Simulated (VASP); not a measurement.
Write the native input for VASP 6.6.1 that does the following.

* Task: relaxation of cell and atoms
* Functional: r2SCAN
* Potentials or basis: VASP PAW PBE potentials, release 64 (Si)
* Cutoff: 600 eV
* k mesh: 12 × 12 × 6
* Occupations: gaussian, width 0.1 eV
* Spin: no spin polarisation
* Dipole correction: no
* Further INCAR settings: ALGO = Normal; EDIFF = 1e-06; IBRION = 2; EDIFFG = -0.01; NSW = 80; ISIF = 3

Crystal: Si.

```
Si
1.0
     1.95073   -3.35129    0.00000
     1.95073    3.35129    0.00000
     0.00000    0.00000    7.88681
Si
4
Cartesian
  1.9507 2.7941 5.9191
  1.9507 -0.5572 1.9678
  1.9507 -2.7941 1.9678
  1.9507 0.5572 5.9191
```

These files were run (other wordings do the same):

POSCAR

```
Si
1.0
    1.9507254888     -3.3512851096      0.0000000000
    1.9507254888      3.3512851096      0.0000000000
    0.0000000000      0.0000000000      7.8868060208
Si
4
Direct
    0.0831319194      0.9168680806      0.7505003990
    0.5831319194      0.4168680806      0.2494996010
    0.9168680806      0.0831319194      0.2494996010
    0.4168680806      0.5831319194      0.7505003990
```

INCAR.step1

```
  PREC = Accurate
  ENCUT = 600
  ISMEAR = 0
  SIGMA = 0.1
  LREAL = F
  LASPH = T
  NELM = 80
  GGA = PE
  ALGO = Normal
  EDIFF = 1E-4
  LWAVE = T
  LCHARG = F
  LUSENCCL = F
```

INCAR.step2

```
  PREC = Accurate
  ENCUT = 600
  EDIFF = 1E-6
  ISMEAR = 0
  SIGMA = 0.1
  LREAL = F
  LASPH = T
  NELM = 80
  ALGO = Normal
  ISIF = 3
  LWAVE = F
  LCHARG = F
  METAGGA = R2SCAN
  LMIXTAU = T
  IBRION = 2
  NSW = 80
  EDIFFG = -0.01
  ISTART = 1
  LUSENCCL = F
```

KPOINTS

```
regular mesh
0
Gamma
  12 12 6
```

Potentials or basis: VASP PAW PBE potentials, release 64 (Si).

Launch:

```sh
$ cat potpaw_PBE.64/Si/POTCAR > POTCAR
$ cp INCAR.step1 INCAR
$ mpirun -np 1 vasp_std > vasp.out
$ cp INCAR.step2 INCAR
$ mpirun -np 1 vasp_std > vasp.out
```

Results of the run:

```json
{
 "Relaxed volume": "25.54 Å³/atom",
 "Relaxed cell": "a = 3.877 Å, b = 3.877 Å, c = 7.827 Å, α = 90.00°, β = 90.00°, γ = 119.73°",
 "Space group after relaxing (to 0.1 Å)": "Fmmm (No. 69)",
 "Energy gained by relaxing": "0.2 meV/atom",
 "Ionic steps": "12",
 "Pressure after relaxing": "0.0 GPa",
 "Largest force after relaxing": "0.009 eV/Å",
 "Band gap on the k mesh": "zero (bands 8 and 9 overlap by 0.27 eV)"
}
```

Caveat: semilocal functionals underestimate gaps, and a narrow one can read as zero; the PAW data sets were made with another functional, which shifts forces and pressure a little.

Run time: 21 min on 1 × NVIDIA H100 80GB with 1 thread of Intel(R) Xeon(R) Platinum 8481C CPU @ 2.70GHz (Sapphire Rapids) (shared host), peak memory 1.4 GiB.
